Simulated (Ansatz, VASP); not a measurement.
# Two plane-wave programs on MgS

```
CELL_PARAMETERS angstrom
4.08962 0.00000 0.00000
-2.04481 3.54171 0.00000
0.00000 0.00000 12.61050
ATOMIC_POSITIONS crystal
Mg 0.66667 0.33333 0.06593
Mg 0.00000 0.00000 0.19855
Mg 0.00000 0.00000 0.69855
Mg 0.33333 0.66667 0.56593
S 0.66667 0.33333 0.26448
S 0.00000 0.00000 0.00000
S 0.00000 0.00000 0.50000
S 0.33333 0.66667 0.76448
```

Alike in both runs: task single point; functional PBE; dispersion D3(BJ); k mesh 6 × 6 × 2; occupations gaussian, width 0.1 eV; no spin polarisation.

|  | VASP | Ansatz |
| --- | --- | --- |
| version | VASP 6.6.1 | Ansatz 0.2.0 |
| potentials or method | VASP PAW PBE potentials, release 64 (Mg, S), cutoff 520 eV | scalar-relativistic, plane waves, PAW |
| valence electrons in the cell | 32 | 64 |

Ansatz gave:

```
gap on the k mesh at the Fermi level (eV)                     : 3.03
least direct gap on the mesh (eV)                             : 3.03
pressure (GPa)                                                : -1.5
traceless stress, the component that is largest in VASP (GPa) : -1.14
rms of the force components (eV/Å)                            : 0.704
```

Task: Estimate VASP's values.

Result: gap on the k mesh at the Fermi level (eV): 3.05; least direct gap on the mesh (eV): 3.05; pressure (GPa): -1.6; traceless stress, the component that is largest in VASP (GPa): -1.13; rms of the force components (eV/Å): 0.701.

Atom by atom the forces differ by 0.009 eV/Å (rms over components). VASP's potentials hold 32 valence electrons a cell and Ansatz's 64, so a difference there can come from the potentials and not from the codes.
